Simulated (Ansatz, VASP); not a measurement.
One calculation of Sn2Ge3, two programs

File INCAR:

```
SYSTEM = Sn2Ge3
ALGO     = Normal         ! electronic algorithm
EDIFF    = 1E-6           ! SCF threshold, eV
ENCUT    = 520            ! plane-wave cutoff, eV
GGA      = PE             ! functional
ISIF     = 2              ! what is computed and relaxed
ISMEAR   = 0              ! smearing method
LASPH    = .True.         ! aspherical terms in the spheres
LCHARG   = .False.        ! write CHGCAR
LREAL    = .False.        ! projectors in reciprocal space
LWAVE    = .False.        ! write WAVECAR
NBANDS   = 81             ! bands
NELM     = 60             ! most SCF steps
PREC     = Accurate       ! precision mode
SIGMA    = 0.1            ! smearing width, eV
```

KPOINTS

```
k-points
0
Gamma
  3 3 4
  0 0 0
```

The input POSCAR:

```
Sn2Ge3
1.0
    7.3052877100      0.0000000000      0.0000000000
   -3.6526438500      6.3265647400      0.0000000000
    0.0000000000      0.0000000000      5.9085683000
Sn Ge
4 6
Direct
    0.3333333300      0.6666666700      0.2343512900
    0.6666666700      0.3333333300      0.2343512900
    0.6666666700      0.3333333300      0.7656487100
    0.3333333300      0.6666666700      0.7656487100
    0.3822110000      0.0000000000      0.5000000000
    0.0000000000      0.3822110000      0.5000000000
    0.6177890000      0.6177890000      0.5000000000
    0.6177890000      0.0000000000      0.5000000000
    0.0000000000      0.6177890000      0.5000000000
    0.3822110000      0.3822110000      0.5000000000
```

Input for Ansatz:

```yaml
crystal:
  lattice:
    - [7.30528771, 0.0, 0.0]
    - [-3.65264385, 6.32656474, 0.0]
    - [0.0, 0.0, 5.9085683]
  atoms:
    - { symbol: Sn, position: [0.33333333, 0.66666667, 0.23435129] }
    - { symbol: Sn, position: [0.66666667, 0.33333333, 0.23435129] }
    - { symbol: Sn, position: [0.66666667, 0.33333333, 0.76564871] }
    - { symbol: Sn, position: [0.33333333, 0.66666667, 0.76564871] }
    - { symbol: Ge, position: [0.382211, 0.0, 0.5] }
    - { symbol: Ge, position: [0.0, 0.382211, 0.5] }
    - { symbol: Ge, position: [0.617789, 0.617789, 0.5] }
    - { symbol: Ge, position: [0.617789, 0.0, 0.5] }
    - { symbol: Ge, position: [0.0, 0.617789, 0.5] }
    - { symbol: Ge, position: [0.382211, 0.382211, 0.5] }
basis:
  ecutwfc: 420
kpoints:
  mp_grid: { grid: [3, 3, 4] }
hamiltonian:
  xc: pbe
scf:
  occupations: { method: gaussian, width: 0.1 }
  lower_state_search: "off"
output:
  forces: true
  stress: true
  eigenvalues: true
```

Alike in both runs: task single point; functional PBE; k mesh 3 × 3 × 4; occupations gaussian, width 0.1 eV; no spin polarisation.

|  | VASP | Ansatz |
| --- | --- | --- |
| version | VASP 6.6.1 | Ansatz 0.2.0 |
| potentials or method | VASP PAW PBE potentials, release 64 (Sn_d, Ge_d), cutoff 520 eV | scalar-relativistic, plane waves, PAW |
| valence electrons in the cell | 140 | 140 |

Ansatz gave:

| Property | Result |
| --- | --- |
| gap on the k mesh at the Fermi level (eV) | none |
| rms of the force components (eV/Å) | 12.108 |

What did VASP give for the same quantities?

gap on the k mesh at the Fermi level (eV): none; rms of the force components (eV/Å): 13.192.

Atom by atom the forces differ by 1.086 eV/Å (rms over components). A gap of «none» marks a metal or a gap that the smearing closes. The functional is the same, so the differences come from potentials, cutoffs and numerics.
